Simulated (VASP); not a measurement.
Input of a VASP 6.6.1 run:

INCAR

```
SYSTEM = MoH8
PREC = Accurate ; ENCUT = 600
EDIFF = 1E-6 ; ISMEAR = 0
SIGMA = 0.1 ; LREAL = .False.
LASPH = .True. ; NELM = 100
ALGO = Normal ; ISIF = 3
LWAVE = .False. ; LCHARG = .False.
GGA = PE ; IBRION = 2
NSW = 90 ; EDIFFG = -0.04
```

The input KPOINTS:

```
regular mesh
0
Gamma
  6 6 4
  0 0 0
```

Contents of POSCAR:

```
MoH8
1.0
    3.4217334100      0.0000000000      0.0000000000
   -1.7108667000      2.9633080500      0.0000000000
    0.0000000000      0.0000000000      6.7163701200
H Mo
8 1
Direct
    0.0000000000      0.0000000000      0.2927534800
    0.0000000000      0.0000000000      0.7072465200
    0.5000000000      0.0000000000      0.7904067500
    0.0000000000      0.5000000000      0.7904067500
    0.5000000000      0.5000000000      0.7904067500
    0.5000000000      0.0000000000      0.2095932500
    0.0000000000      0.5000000000      0.2095932500
    0.5000000000      0.5000000000      0.2095932500
    0.0000000000      0.0000000000      0.5000000000
```

Potentials or basis: VASP PAW PBE potentials, release 64 (H, Mo_sv).

Launch:

```bash
$ cat potpaw_PBE.64/H/POTCAR potpaw_PBE.64/Mo_sv/POTCAR > POTCAR
$ mpirun -np 1 vasp_std > vasp.out
```

(1) What does it give for the space group after relaxing (to 0.05 Å)?

(2) Predict the band gap on the k mesh.

Results:

(1) P6/mmm (No. 191).

(2) zero (band 11 reaches 2.97 eV, above the bottom of band 12 at 2.85 eV).
